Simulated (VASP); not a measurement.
# Ba: single point with PBE

Ba:

```
Ba
1.0
     3.59177   -2.51690    0.00000
     3.59177    2.51690    0.00000
     0.00000    0.00000    7.19005
Ba
2
Cartesian
  3.5918 1.2422 5.3925
  3.5918 -1.2422 1.7975
```

```
Program             : VASP 6.6.1
Task                : single point
Functional          : PBE
Potentials or basis : VASP PAW PBE potentials, release 64 (Ba_sv)
Cutoff              : 520 eV
k mesh              : 6 × 6 × 4
Occupations         : fermi-dirac, width 0.05 eV
Spin                : no spin polarisation
```

- Pressure: -0.1 GPa
- Largest force: 0.022 eV/Å
- Band gap on the k mesh: zero (bands 10 and 11 overlap by 0.77 eV)

Forces in eV/Å, atoms in the order of the input:
```
Ba   0.000  0.022  0.000
Ba   0.000 -0.022  0.000
```

Stress tensor (GPa, compression positive):
```
-0.19  0.00  0.00
 0.00 -0.09  0.00
 0.00  0.00 -0.15
```

Levels at points of the mesh, in eV from the Fermi level:
```
           k point  band 8  band 9  band 10  band 11  band 12  band 13
(0.00, 0.00, 0.00)  -13.92   -2.75    -0.89     0.72     1.12     1.74
(0.50, 0.00, 0.00)  -13.97   -0.48    -0.45     0.43     0.48     0.83
(0.50, 0.50, 0.00)  -13.92   -0.89    -0.53    -0.51     0.72     1.13
(0.00, 0.00, 0.50)  -13.92   -1.77    -1.77     1.11     1.11     1.17
(0.50, 0.00, 0.50)  -13.92   -0.88    -0.88     0.66     0.66     1.15
(0.50, 0.50, 0.50)  -14.07   -0.23    -0.23     0.14     0.14     1.77
```

Run time: 41 s on 1 thread of Intel(R) Xeon(R) Platinum 8488C (Sapphire Rapids) (shared host), peak memory 0.27 GiB.

Caveat: spin-orbit coupling is left out, which moves the levels of the heavy elements.
